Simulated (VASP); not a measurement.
# Cu in VASP: density of states with LDA

Aim: the density of states of Cu with LDA.

All numbers are computed with VASP 6.6.1; they aren't measurements. Logs are shortened: lines on timing, memory, paths and dates and some standing lists are left out, and cuts for length are marked.

## 1. The cell of the first run

The cell holds a slab with vacuum, 4 atoms: a = 2.487 Å, b = 2.487 Å, c = 21.277 Å, α = 90.00°, β = 90.00°, γ = 90.00°.

## 2. Density of states, LDA

Contents of POSCAR:

```
Cu
1.0
    2.4874897871      0.0000000000      0.0000000000
    0.0000000000      2.4874897871      0.0000000000
    0.0000000000      0.0000000000     21.2768000000
Cu
4
Direct
    0.2500000000      0.2500000000      0.3759972672
    0.7500000000      0.7500000000      0.4586657554
    0.2500000000      0.2500000000      0.5413342441
    0.7500000000      0.7500000000      0.6240027328
```

Contents of INCAR.step1:

```
SYSTEM = Cu
PREC     = Accurate       ! precision mode
ENCUT    = 520            ! plane-wave cutoff, eV
EDIFF    = 1E-6           ! SCF threshold, eV
ISMEAR   = -1             ! smearing method
SIGMA    = 0.08           ! smearing width, eV
LREAL    = .FALSE.        ! projectors in reciprocal space
LASPH    = .TRUE.         ! aspherical terms in the spheres
NELM     = 100            ! most SCF steps
ALGO     = Normal         ! electronic algorithm
ISIF     = 2              ! what is computed and relaxed
LWAVE    = .FALSE.        ! write WAVECAR
LCHARG   = .TRUE.         ! write CHGCAR
LMAXMIX  = 4              ! l up to which the mixer works
LDIPOL   = .TRUE.       
IDIPOL   = 3            
DIPOL    = 0.5 0.5 0.500
NBANDS   = 30             ! bands
```

Contents of KPOINTS.step1:

```
Automatic mesh
0
G
  15 15 1
  0 0 0
```

Contents of INCAR.step2:

```
SYSTEM = Cu
PREC     = Accurate       ! precision mode
ENCUT    = 520            ! plane-wave cutoff, eV
EDIFF    = 1E-6           ! SCF threshold, eV
ISMEAR   = -5             ! smearing method
SIGMA    = 0.08           ! smearing width, eV
LREAL    = .FALSE.        ! projectors in reciprocal space
LASPH    = .TRUE.         ! aspherical terms in the spheres
NELM     = 100            ! most SCF steps
ALGO     = Normal         ! electronic algorithm
ISIF     = 2              ! what is computed and relaxed
LWAVE    = .FALSE.        ! write WAVECAR
LCHARG   = .FALSE.        ! write CHGCAR
LMAXMIX  = 4              ! l up to which the mixer works
LDIPOL   = .TRUE.       
IDIPOL   = 3            
DIPOL    = 0.5 0.5 0.500
LORBIT   = 11             ! projections on sites
NEDOS    = 2001           ! points of the DOS
ICHARG   = 11             ! starting density
```

Contents of KPOINTS.step2:

```
Automatic mesh
0
G
  23 23 1
  0 0 0
```

Potentials or basis: VASP PAW LDA potentials, release 64 (Cu).

On the command line:

```
$ cat potpaw_LDA.64/Cu/POTCAR > POTCAR
$ cp INCAR.step1 INCAR
$ cp KPOINTS.step1 KPOINTS
$ mpirun -np 1 vasp_std > vasp.out
$ cp INCAR.step2 INCAR
$ cp KPOINTS.step2 KPOINTS
$ mpirun -np 1 vasp_std > vasp.out
```

OUTCAR:

```text
SYSTEM = Cu
   PREC = Accurate
   ENCUT = 520
   EDIFF = 1E-6
   ISMEAR = -5
   LREAL = .FALSE.
   LASPH = .TRUE.
   NELM = 100
   ISIF = 2
   LORBIT = 11
   ICHARG = 11

 ion  position               nearest neighbor table
   1  0.250  0.250  0.376-   2 2.49   2 2.49   2 2.49   2 2.49
   2  0.750  0.750  0.459-   1 2.49   1 2.49   1 2.49   1 2.49   3 2.49   3 2.49   3 2.49   3 2.49

   3  0.250  0.250  0.541-   2 2.49   4 2.49   2 2.49   4 2.49   2 2.49   4 2.49   2 2.49   4 2.49

   4  0.750  0.750  0.624-   3 2.49   3 2.49   3 2.49   3 2.49

  LATTYP: Found a simple tetragonal cell.
 ALAT       =     2.4874897871
 C/A-ratio  =     8.5535225553

  Lattice vectors:

 A1 = (   2.4874897871,   0.0000000000,   0.0000000000)
 A2 = (   0.0000000000,   2.4874897871,   0.0000000000)
 A3 = (   0.0000000000,   0.0000000000,  21.2768000000)

Analysis of symmetry for initial positions (statically):
=====================================================================
 Subroutine PRICEL returns:
 Original cell was already a primitive cell.

 Routine SETGRP: Setting up the symmetry group for a
 simple tetragonal supercell.

 Subroutine GETGRP returns: Found 16 space group operations
 (whereof  4 operations were pure point group operations)
 out of a pool of 16 trial point group operations.

The static configuration has the point symmetry C_2h.
 The point group associated with its full space group is D_4h.

Analysis of symmetry for dynamics (positions and initial velocities):
=====================================================================
 Subroutine PRICEL returns:
 Original cell was already a primitive cell.

 Routine SETGRP: Setting up the symmetry group for a
 simple tetragonal supercell.

 Subroutine GETGRP returns: Found 16 space group operations
 (whereof  4 operations were pure point group operations)
 out of a pool of 16 trial point group operations.

The dynamic configuration has the point symmetry C_2h.
 The point group associated with its full space group is D_4h.

 Subroutine INISYM returns: Found 16 space group operations
 (whereof  4 operations are pure point group operations),
 and found     1 'primitive' translations

----------------------------------------------------------------------------------------

                                     Primitive cell

  volume of cell :     131.6524

  direct lattice vectors                    reciprocal lattice vectors
     2.487489787  0.000000000  0.000000000     0.402011701  0.000000000  0.000000000
     0.000000000  2.487489787  0.000000000     0.000000000  0.402011701  0.000000000
     0.000000000  0.000000000 21.276800000     0.000000000  0.000000000  0.046999549

  length of vectors
     2.487489787  2.487489787 21.276800000     0.402011701  0.402011701  0.046999549

  position of ions in fractional coordinates (direct lattice)
     0.250000000  0.250000000  0.375997267
     0.750000000  0.750000000  0.458665755
     0.250000000  0.250000000  0.541334244
     0.750000000  0.750000000  0.624002733

  ion indices of the primitive-cell ions
   primitive index   ion index
                 1           1
                 2           2
                 3           3
                 4           4

----------------------------------------------------------------------------------------

 KPOINTS: Automatic mesh

Automatic generation of k-mesh.
 Grid dimensions read from file:
 generate k-points for:   23   23    1

 Generating k-lattice:

  Cartesian coordinates                     Fractional coordinates (reciprocal lattice)
     0.017478770  0.000000000  0.000000000     0.043478261  0.000000000  0.000000000
     0.000000000  0.017478770  0.000000000     0.000000000  0.043478261  0.000000000
     0.000000000  0.000000000  0.046999549     0.000000000  0.000000000  1.000000000

  Length of vectors
     0.017478770  0.017478770  0.046999549

  Shift w.r.t. Gamma in fractional coordinates (k-lattice)
     0.000000000  0.000000000  0.000000000

 TETIRR: Found    769 inequivalent tetrahedra from     3174

 Subroutine IBZKPT returns following result:
 ===========================================

 Found     78 irreducible k-points:

 Following reciprocal coordinates:
            Coordinates               Weight
  0.000000  0.000000  0.000000      1.000000
  0.043478  0.000000  0.000000      4.000000
  0.086957  0.000000  0.000000      4.000000
  0.130435  0.000000  0.000000      4.000000
  0.173913  0.000000  0.000000      4.000000
  0.217391  0.000000  0.000000      4.000000
[... 16 lines left out ...]
  0.478261  0.043478  0.000000      8.000000
  0.086957  0.086957  0.000000      4.000000
 [... further k-points ...]
   k-points           NKPTS =     78   k-points in BZ     NKDIM =     78   number of bands    NBANDS=     26
   number of dos      NEDOS =   2001   number of ions     NIONS =      4
   total plane-waves  NPLWV =  64000
   dimension x,y,z NGX =    20 NGY =   20 NGZ =  160
   dimension x,y,z NGXF=    40 NGYF=   40 NGZF=  320
   ions per type =               4
   NGX,Y,Z   is equivalent  to a cutoff of  13.37, 13.37, 12.50 a.u.
   NGXF,Y,Z  is equivalent  to a cutoff of  26.73, 26.73, 25.00 a.u.
 SYSTEM =  Cu
   PREC   = accura    normal or accurate (medium, high low for compatibility)
   ISTART =      0    job   : 0-new  1-cont  2-samecut
   ICHARG =     11    charge: 1-file 2-atom 10-const
   ISPIN  =      1    spin polarized calculation?
   LNONCOLLINEAR =      F non collinear calculations
   LSORBIT =      F    spin-orbit coupling
   LASPH  =      T    aspherical Exc in radial PAW
   ENCUT  =  520.0 eV  38.22 Ry    6.18 a.u.   4.63  4.63 39.56*2*pi/ulx,y,z
   NELM   =    100;   NELMIN=  2; NELMDL=  0     # of ELM steps
   EDIFF  = 0.1E-05   stopping-criterion for ELM
   LREAL  =      F    real-space projection
   EDIFFG = 0.1E-04   stopping-criterion for IOM
   NSW    =      0    number of steps for IOM
   IBRION =     -1    ionic relax: 0-MD 1-quasi-New 2-CG
   NFREE  =      0    steps in history (QN), initial steepest desc. (CG)
   ISIF   =      2    stress and relaxation
   ISYM   =      2    0-nonsym 1-usesym 2-fastsym
   POTIM  = 0.5000    time-step for ionic-motion
   TEBEG  =    0.0;   TEEND  =   0.0 temperature during run
   PSTRESS=    0.0 pullay stress
   NELECT =      44.0000    total number of electrons
   NUPDOWN=      -1.0000    fix difference up-down
   EMIN   =  10.00;   EMAX   =-10.00  energy-range for DOS
   EFERMI =   0.00;   METHOD = LEGACY
   ISMEAR =    -5;   SIGMA  =   0.08  broadening in eV -4-tet -1-fermi 0-gaus
   EFERMI_NEDOS =   21; number of points for ismear=-14 and -15
   IALGO  =     38    algorithm
   IMIX   =      4    mixing-type and parameters
     AMIX     =   0.40;   BMIX     =  1.00
     AMIX_MAG =   1.60;   BMIX_MAG =  1.00
  volume/ion in A,a.u.               =      32.91       222.11
  Fermi-wavevector in a.u.,A,eV,Ry     =   1.136099  2.146915 17.561317  1.290720
  Thomas-Fermi vector in A             =   2.272804
   LORBIT       =     11    0 simple, 1 ext, 2 COOP (PROOUT), +10 PAW based schemes
   GGA     = CA    functional components
   LHFCALC =     F    Hartree Fock is set to
   AEXX    =    0.0000 exact exchange contribution
   IVDW    =     0    specifies the selected vdW correction
   LEPSILON=     F    determine dielectric tensor
   LRPA    =     F    only Hartree local field effects (RPA)
 non-spin polarized calculation
 Fermi weights with tetrahedron method with Bloechl corrections
  energy-cutoff  :      520.00
  volume of cell :      131.65
 maximum number of plane-waves:      3611
 NGX is ok and might be reduce to    20

 number of electron      44.0000049 magnetization

 dipolmoment           0.000000      0.000000     -0.000000 electrons x Angstroem

 Free energy of the ion-electron system (eV)
  ---------------------------------------------------
  ext. energy  EPLUGINS =         0.00000000
  ---------------------------------------------------
  free energy    TOTEN  =       -17.29075706 eV

  energy without entropy =      -17.29075706  energy(sigma->0) =      -17.29075706

 E-fermi :  -0.4634     XC(G=0):  -5.4764

 val. band max:       -0.5234324418   @ k =   0.3478   0.0870   0.0000
 cond. band min:      -0.4742149519   @ k =   0.3913   0.0000   0.0000
 fundamental gap:      0.0492174899
 Fermi energy:        -0.4634337419

 k-point     1 :       0.0000    0.0000    0.0000
  band No.  band energies     occupation
      1      -9.8079      2.00000
      2      -8.0216      2.00000
      3      -6.0239      2.00000
      4      -5.6866      2.00000
      5      -5.1861      2.00000
      6      -4.6113      2.00000
[... 18 lines left out ...]
     25       0.5695      0.00000
     26       4.2717      0.00000

 k-point     2 :       0.0435    0.0000    0.0000
  band No.  band energies     occupation
      1      -9.7601      2.00000
      2      -7.9777      2.00000
      3      -5.9870      2.00000
      4      -5.6596      2.00000
      5      -5.1729      2.00000
      6      -4.6021      2.00000
[... 18 lines left out ...]
     25       0.6766      0.00000
     26       4.3195      0.00000

 k-point     3 :       0.0870    0.0000    0.0000
  band No.  band energies     occupation
      1      -9.6177      2.00000
      2      -7.8475      2.00000
      3      -5.8804      2.00000
      4      -5.5813      2.00000
      5      -5.1336      2.00000
      6      -4.5734      2.00000
[... 572 lines left out ...]
 k-point    23 :       0.4783    0.0435    0.0000
  band No.  band energies     occupation
      1      -5.8886      2.00000
      2      -5.7903      2.00000
      3      -5.1002      2.00000
      4      -4.9652      2.00000
      5      -4.0814      2.00000
      6      -3.9876      2.00000
[... 18 lines left out ...]
     25       2.9837      0.00000
     26       3.3616      0.00000

 k-point    24 :       0.0870    0.0870    0.0000
  band No.  band energies     occupation
      1      -9.4289      2.00000
      2      -7.6746      2.00000
      3      -5.7368      2.00000
      4      -5.4790      2.00000
      5      -5.0803      2.00000
      6      -4.5405      2.00000
[... 18 lines left out ...]
     25       1.3154      0.00000
     26       4.6517      0.00000

 [... further k-points ...]

------------------------ aborting loop because EDIFF is reached ----------------------------------------

 vacuum level on the upper side and lower side of the slab       (xc-potential included)        -0.284        -0.284

  FORCE on cell =-STRESS in cart. coord.  units (eV):
  Direction    XX          YY          ZZ          XY          YZ          ZX
  --------------------------------------------------------------------------------------
  -------------------------------------------------------------------------------------
  Total       -1.5733964     -1.5733964     -0.1931763      0.0000000     -0.0000000      0.0000000
  in kB      -19.1478408    -19.1478408     -2.3509077      0.0000000     -0.0000000      0.0000000
  external PRESSURE =     -13.5488631 kB  Pullay stress =       0.0000000 kB

 VOLUME and BASIS-vectors are now :
 -----------------------------------------------------------------------------
  energy-cutoff  :      520.00
  volume of cell :      131.65
      direct lattice vectors                 reciprocal lattice vectors
     2.487489787  0.000000000  0.000000000     0.402011701  0.000000000  0.000000000
     0.000000000  2.487489787  0.000000000     0.000000000  0.402011701  0.000000000
     0.000000000  0.000000000 21.276800000     0.000000000  0.000000000  0.046999549

 POSITION                                       TOTAL-FORCE (eV/Angst)
 -----------------------------------------------------------------------------------
      0.62187      0.62187      8.00002        -0.000000      0.000000      0.190151
      1.86562      1.86562      9.75894         0.000000     -0.000000     -0.270329
      0.62187      0.62187     11.51786         0.000000     -0.000000      0.270329
      1.86562      1.86562     13.27678         0.000000      0.000000     -0.190151
 -----------------------------------------------------------------------------------
    total drift:                                0.000000      0.000000     -0.000039

  FREE ENERGIE OF THE ION-ELECTRON SYSTEM (eV)
  ---------------------------------------------------
  free  energy   TOTEN  =       -17.2907570572 eV

  energy  without entropy=      -17.2907570572  energy(sigma->0) =      -17.29075706

 vacuum level on the upper side and lower side of the slab         4.185         4.185

 total charge

# of ion       s       p       d       tot
------------------------------------------
    1        0.468   0.299   9.215   9.982
    2        0.475   0.440   9.190  10.104
    3        0.475   0.440   9.190  10.104
    4        0.468   0.299   9.215   9.982
--------------------------------------------------
tot          1.886   1.476  36.809  40.172
```

Wall time 3.4 min (1 thread of Oxide Virtual Turin-like, shared host); peak memory 0.29 GiB.

What came out:

```yaml
Valence_electrons_inside_the_program's_atomic_spheres: Cu 9.98, 10.10
```

Levels at points of the mesh, in eV from the Fermi level:
```
           k point  band 19  band 20  band 21  band 22  band 23  band 24  band 25  band 26
(0.00, 0.00, 0.00)    -1.85    -1.59    -1.57    -1.57    -1.56    -0.59     1.03     4.74
```

Caveat: tetrahedron occupations give inexact forces and stress in metals.
